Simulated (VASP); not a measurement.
# Te8Pb7 (a cell with a defect) in VASP: single point with PBE

Aim: the single point of Te8Pb7 (a cell with a defect) with PBE.

Everything below comes from runs of VASP 6.6.1. Logs are shortened: lines on timing, memory, paths and dates and some standing lists are left out, and cuts for length are marked.

## 1. The cell of the first run

The cell holds a defect, 15 atoms: a = 9.139 Å, b = 9.139 Å, c = 9.139 Å, α = 60.00°, β = 60.00°, γ = 60.00°.

## 2. Single point, PBE

The input, INCAR:

```
SYSTEM = Te8Pb7
PREC = Accurate
ENCUT = 400
EDIFF = 1E-6
ISMEAR = 0
SIGMA = 0.02
LREAL = .FALSE.
LASPH = .TRUE.
NELM = 120
ALGO = Normal
ISIF = 2
LWAVE = .FALSE.
LCHARG = .FALSE.
GGA = PE
NBANDS = 86
GGA_COMPAT = .FALSE.
```

The input, KPOINTS:

```
regular mesh
0
G
  2 2 2
  0 0 0
```

The input, POSCAR:

```
Te8Pb7
1.0
    0.0000000000      6.4620000000      6.4620000000
    6.4620000000      0.0000000000      6.4620000000
    6.4620000000      6.4620000000      0.0000000000
Te Pb
8 7
Direct
    0.2500000000      0.2500000000      0.2500000000
    0.2474660707      0.2474660707      0.7525339293
    0.2474660707      0.7525339293      0.2474660707
    0.2474660707      0.7525339293      0.7525339293
    0.7525339293      0.2474660707      0.2474660707
    0.7525339293      0.2474660707      0.7525339293
    0.7525339293      0.7525339293      0.2474660707
    0.7500000000      0.7500000000      0.7500000000
    0.0000000000      0.0000000000      0.5000000000
    0.0000000000      0.5000000000      0.0000000000
    0.0000000000      0.5000000000      0.5000000000
    0.5000000000      0.0000000000      0.0000000000
    0.5000000000      0.0000000000      0.5000000000
    0.5000000000      0.5000000000      0.0000000000
    0.5000000000      0.5000000000      0.5000000000
```

Potentials or basis: VASP PAW PBE potentials, release 64 (Te, Pb_d).

On the command line:

```sh
cat potpaw_PBE.64/Te/POTCAR potpaw_PBE.64/Pb_d/POTCAR > POTCAR
mpirun -np 1 vasp_std > vasp.out
```

OUTCAR:

```text
SYSTEM = Te8Pb7
   PREC = Accurate
   ENCUT = 400
   EDIFF = 1E-6
   ISMEAR = 0
   LREAL = .FALSE.
   LASPH = .TRUE.
   NELM = 120
   ISIF = 2
   GGA = PE

 ion  position               nearest neighbor table
   1  0.250  0.250  0.250-   9 3.23  10 3.23  11 3.23  12 3.23  13 3.23  14 3.23
   2  0.247  0.247  0.753-  10 3.23  11 3.23  12 3.23  13 3.23  15 3.26
   3  0.247  0.753  0.247-   9 3.23  11 3.23  12 3.23  14 3.23  15 3.26
   4  0.247  0.753  0.753-   9 3.23  10 3.23  13 3.23  14 3.23  15 3.26
   5  0.753  0.247  0.247-   9 3.23  10 3.23  13 3.23  14 3.23  15 3.26
   6  0.753  0.247  0.753-   9 3.23  11 3.23  12 3.23  14 3.23  15 3.26
   7  0.753  0.753  0.247-  10 3.23  11 3.23  12 3.23  13 3.23  15 3.26
   8  0.750  0.750  0.750-   9 3.23  10 3.23  11 3.23  12 3.23  13 3.23  14 3.23
   9  0.000  0.000  0.500-   1 3.23   8 3.23   4 3.23   5 3.23   6 3.23   3 3.23
  10  0.000  0.500  0.000-   1 3.23   8 3.23   4 3.23   5 3.23   7 3.23   2 3.23
  11  0.000  0.500  0.500-   1 3.23   8 3.23   3 3.23   6 3.23   7 3.23   2 3.23
  12  0.500  0.000  0.000-   1 3.23   8 3.23   3 3.23   6 3.23   7 3.23   2 3.23
  13  0.500  0.000  0.500-   1 3.23   8 3.23   4 3.23   5 3.23   7 3.23   2 3.23
  14  0.500  0.500  0.000-   1 3.23   8 3.23   4 3.23   5 3.23   6 3.23   3 3.23
  15  0.500  0.500  0.500-   2 3.26   3 3.26   4 3.26   5 3.26   6 3.26   7 3.26

  LATTYP: Found a face centered cubic cell.
 ALAT       =    12.9240000000

  Lattice vectors:

 A1 = (   0.0000000000,   6.4620000000,   6.4620000000)
 A2 = (   6.4620000000,   0.0000000000,   6.4620000000)
 A3 = (   6.4620000000,   6.4620000000,   0.0000000000)

Analysis of symmetry for initial positions (statically):
=====================================================================
 Subroutine PRICEL returns:
 Original cell was already a primitive cell.

 Routine SETGRP: Setting up the symmetry group for a
 face centered cubic supercell.

 Subroutine GETGRP returns: Found 48 space group operations
 (whereof 48 operations were pure point group operations)
 out of a pool of 48 trial point group operations.

The static configuration has the point symmetry O_h .

Analysis of symmetry for dynamics (positions and initial velocities):
=====================================================================
 Subroutine PRICEL returns:
 Original cell was already a primitive cell.

 Routine SETGRP: Setting up the symmetry group for a
 face centered cubic supercell.

 Subroutine GETGRP returns: Found 48 space group operations
 (whereof 48 operations were pure point group operations)
 out of a pool of 48 trial point group operations.

The dynamic configuration has the point symmetry O_h .

 Subroutine INISYM returns: Found 48 space group operations
 (whereof 48 operations are pure point group operations),
 and found     1 'primitive' translations

----------------------------------------------------------------------------------------

                                     Primitive cell

  volume of cell :     539.6732

  direct lattice vectors                    reciprocal lattice vectors
     0.000000000  6.462000000  6.462000000    -0.077375426  0.077375426  0.077375426
     6.462000000  0.000000000  6.462000000     0.077375426 -0.077375426  0.077375426
     6.462000000  6.462000000  0.000000000     0.077375426  0.077375426 -0.077375426

  length of vectors
     9.138648040  9.138648040  9.138648040     0.134018168  0.134018168  0.134018168

  position of ions in fractional coordinates (direct lattice)
     0.250000000  0.250000000  0.250000000
     0.247466071  0.247466071  0.752533929
     0.247466071  0.752533929  0.247466071
     0.247466071  0.752533929  0.752533929
     0.752533929  0.247466071  0.247466071
     0.752533929  0.247466071  0.752533929
     0.752533929  0.752533929  0.247466071
     0.750000000  0.750000000  0.750000000
     0.000000000  0.000000000  0.500000000
     0.000000000  0.500000000  0.000000000
     0.000000000  0.500000000  0.500000000
     0.500000000  0.000000000  0.000000000
     0.500000000  0.000000000  0.500000000
     0.500000000  0.500000000  0.000000000
     0.500000000  0.500000000  0.500000000

  ion indices of the primitive-cell ions
   primitive index   ion index
                 1           1
                 2           2
                 3           3
                 4           4
                 5           5
                 6           6
                 7           7
                 8           8
                 9           9
                10          10
                11          11
                12          12
                13          13
                14          14
                15          15

----------------------------------------------------------------------------------------

 KPOINTS: regular mesh

Automatic generation of k-mesh.
 Grid dimensions read from file:
 generate k-points for:    2    2    2

 Generating k-lattice:

  Cartesian coordinates                     Fractional coordinates (reciprocal lattice)
    -0.038687713  0.038687713  0.038687713     0.500000000  0.000000000  0.000000000
     0.038687713 -0.038687713  0.038687713     0.000000000  0.500000000  0.000000000
     0.038687713  0.038687713 -0.038687713     0.000000000  0.000000000  0.500000000

  Length of vectors
     0.067009084  0.067009084  0.067009084

  Shift w.r.t. Gamma in fractional coordinates (k-lattice)
     0.000000000  0.000000000  0.000000000

 Subroutine IBZKPT returns following result:
 ===========================================

 Found      3 irreducible k-points:

 Following reciprocal coordinates:
            Coordinates               Weight
  0.000000  0.000000  0.000000      1.000000
  0.500000  0.000000  0.000000      4.000000
  0.500000  0.500000  0.000000      3.000000
   k-points           NKPTS =      3   k-points in BZ     NKDIM =      3   number of bands    NBANDS=     86
   number of dos      NEDOS =    301   number of ions     NIONS =     15
   total plane-waves  NPLWV = 216000
   dimension x,y,z NGX =    60 NGY =   60 NGZ =   60
   dimension x,y,z NGXF=   120 NGYF=  120 NGZF=  120
   ions per type =               8   7
   NGX,Y,Z   is equivalent  to a cutoff of  10.91, 10.91, 10.91 a.u.
   NGXF,Y,Z  is equivalent  to a cutoff of  21.83, 21.83, 21.83 a.u.
 SYSTEM =  Te8Pb7
   PREC   = accura    normal or accurate (medium, high low for compatibility)
   ISTART =      0    job   : 0-new  1-cont  2-samecut
   ICHARG =      2    charge: 1-file 2-atom 10-const
   ISPIN  =      1    spin polarized calculation?
   LNONCOLLINEAR =      F non collinear calculations
   LSORBIT =      F    spin-orbit coupling
   LASPH  =      T    aspherical Exc in radial PAW
   ENCUT  =  400.0 eV  29.40 Ry    5.42 a.u.  14.90 14.90 14.90*2*pi/ulx,y,z
   NELM   =    120;   NELMIN=  2; NELMDL= -5     # of ELM steps
   EDIFF  = 0.1E-05   stopping-criterion for ELM
   LREAL  =      F    real-space projection
   EDIFFG = 0.1E-04   stopping-criterion for IOM
   NSW    =      0    number of steps for IOM
   IBRION =     -1    ionic relax: 0-MD 1-quasi-New 2-CG
   NFREE  =      0    steps in history (QN), initial steepest desc. (CG)
   ISIF   =      2    stress and relaxation
   ISYM   =      2    0-nonsym 1-usesym 2-fastsym
   POTIM  = 0.5000    time-step for ionic-motion
   TEBEG  =    0.0;   TEEND  =   0.0 temperature during run
   PSTRESS=    0.0 pullay stress
   NELECT =     146.0000    total number of electrons
   NUPDOWN=      -1.0000    fix difference up-down
   EMIN   =  10.00;   EMAX   =-10.00  energy-range for DOS
   EFERMI =   0.00;   METHOD = LEGACY
   ISMEAR =     0;   SIGMA  =   0.02  broadening in eV -4-tet -1-fermi 0-gaus
   EFERMI_NEDOS =   21; number of points for ismear=-14 and -15
   IALGO  =     38    algorithm
   IMIX   =      4    mixing-type and parameters
     AMIX     =   0.40;   BMIX     =  1.00
     AMIX_MAG =   1.60;   BMIX_MAG =  1.00
  volume/ion in A,a.u.               =      35.98       242.79
  Fermi-wavevector in a.u.,A,eV,Ry     =   1.058804  2.000849 15.253022  1.121066
  Thomas-Fermi vector in A             =   2.194126
   LORBIT       =      0    0 simple, 1 ext, 2 COOP (PROOUT), +10 PAW based schemes
   GGA     = PE    functional components
   LHFCALC =     F    Hartree Fock is set to
   AEXX    =    0.0000 exact exchange contribution
   IVDW    =     0    specifies the selected vdW correction
   LEPSILON=     F    determine dielectric tensor
   LRPA    =     F    only Hartree local field effects (RPA)
 non-spin polarized calculation
 Gauss-broadening in eV      SIGMA  =   0.02
  energy-cutoff  :      400.00
  volume of cell :      539.67
 maximum number of plane-waves:      9841
 NGX is ok and might be reduce to    60
   NGX = 29   NGY = 29   NGZ = 29

 number of electron     145.9999992 magnetization

 Free energy of the ion-electron system (eV)
  ---------------------------------------------------
  ext. energy  EPLUGINS =         0.00000000
  ---------------------------------------------------
  free energy    TOTEN  =       -54.52945107 eV

  energy without entropy =      -54.52548857  energy(sigma->0) =      -54.52746982

 E-fermi :   4.7053     XC(G=0):  -8.9525

 val. band max:        4.6990909895   @ k =   0.5000   0.5000   0.0000
 cond. band min:       4.7720083436   @ k =   0.5000   0.0000   0.0000
 fundamental gap:      0.0729173541
 Fermi energy:         4.7053361100

 k-point     1 :       0.0000    0.0000    0.0000
  band No.  band energies     occupation
      1     -11.9776      2.00000
      2     -11.9372      2.00000
      3     -11.9372      2.00000
      4     -11.9284      2.00000
      5     -11.9284      2.00000
      6     -11.9284      2.00000
[... 77 lines left out ...]
     84       7.7704      0.00000
     85       7.7704      0.00000

 k-point     2 :       0.5000    0.0000    0.0000
  band No.  band energies     occupation
      1     -11.9527      2.00000
      2     -11.9525      2.00000
      3     -11.9263      2.00000
      4     -11.9263      2.00000
      5     -11.9250      2.00000
      6     -11.9250      2.00000
[... 77 lines left out ...]
     84       8.2410      0.00000
     85       8.2459      0.00000

 k-point     3 :       0.5000    0.5000    0.0000
  band No.  band energies     occupation
      1     -11.9568      2.00000
      2     -11.9327      2.00000
      3     -11.9294      2.00000
      4     -11.9293      2.00000
      5     -11.9293      2.00000
      6     -11.9252      2.00000
[... 77 lines left out ...]
     84       8.1639      0.00000
     85       8.1639      0.00000
 [bands above 85 left out]

------------------------ aborting loop because EDIFF is reached ----------------------------------------

  FORCE on cell =-STRESS in cart. coord.  units (eV):
  Direction    XX          YY          ZZ          XY          YZ          ZX
  --------------------------------------------------------------------------------------
  -------------------------------------------------------------------------------------
  Total        0.0038465      0.0038465      0.0038465      0.0000000     -0.0000000     -0.0000000
  in kB        0.0114195      0.0114195      0.0114195      0.0000000     -0.0000000     -0.0000000
  external PRESSURE =       0.0114195 kB  Pullay stress =       0.0000000 kB

 VOLUME and BASIS-vectors are now :
 -----------------------------------------------------------------------------
  energy-cutoff  :      400.00
  volume of cell :      539.67
      direct lattice vectors                 reciprocal lattice vectors
     0.000000000  6.462000000  6.462000000    -0.077375426  0.077375426  0.077375426
     6.462000000  0.000000000  6.462000000     0.077375426 -0.077375426  0.077375426
     6.462000000  6.462000000  0.000000000     0.077375426  0.077375426 -0.077375426

 POSITION                                       TOTAL-FORCE (eV/Angst)
 -----------------------------------------------------------------------------------
      3.23100      3.23100      3.23100        -0.000000     -0.000000      0.000000
      6.46200      6.46200      3.19825        -0.000000     -0.000000      0.011387
      6.46200      3.19825      6.46200        -0.000000      0.011387      0.000000
      9.72575      6.46200      6.46200        -0.011387     -0.000000      0.000000
      3.19825      6.46200      6.46200         0.011387     -0.000000      0.000000
      6.46200      9.72575      6.46200        -0.000000     -0.011387      0.000000
      6.46200      6.46200      9.72575        -0.000000     -0.000000     -0.011387
      9.69300      9.69300      9.69300        -0.000000     -0.000000      0.000000
      3.23100      3.23100      0.00000        -0.000000     -0.000000      0.000000
      3.23100      0.00000      3.23100        -0.000000     -0.000000      0.000000
      6.46200      3.23100      3.23100        -0.000000     -0.000000      0.000000
      0.00000      3.23100      3.23100        -0.000000     -0.000000      0.000000
      3.23100      6.46200      3.23100        -0.000000     -0.000000      0.000000
      3.23100      3.23100      6.46200        -0.000000     -0.000000      0.000000
      6.46200      6.46200      6.46200        -0.000000     -0.000000      0.000000
 -----------------------------------------------------------------------------------
    total drift:                               -0.000000     -0.000000      0.000000

  FREE ENERGIE OF THE ION-ELECTRON SYSTEM (eV)
  ---------------------------------------------------
  free  energy   TOTEN  =       -54.5294510690 eV

  energy  without entropy=      -54.5254885748  energy(sigma->0) =      -54.52746982
```

Run time: 2.6 min. Hardware: 1 thread of Intel Xeon Platinum 8488C (Sapphire Rapids), shared host; peak memory 0.52 GiB.

Results:

* Free energy: -54.5295 eV
* Pressure: 0.0 GPa
* Largest force: 0.011 eV/Å
* Band gap on the k mesh: zero (bands 73 and 74 overlap by 0.29 eV)

Forces in eV/Å, atoms in the order of the input:
```
Te   0.000  0.000  0.000
Te   0.000  0.000  0.011
Te   0.000  0.011  0.000
Te  -0.011  0.000  0.000
Te   0.011  0.000  0.000
Te   0.000 -0.011  0.000
Te   0.000  0.000 -0.011
Te   0.000  0.000  0.000
Pb   0.000  0.000  0.000
Pb   0.000  0.000  0.000
Pb   0.000  0.000  0.000
Pb   0.000  0.000  0.000
Pb   0.000  0.000  0.000
Pb   0.000  0.000  0.000
Pb   0.000  0.000  0.000
```

Caveat: the k points lie up to 0.42 Å⁻¹ apart; spin-orbit coupling is left out, which moves the levels of the heavy elements.
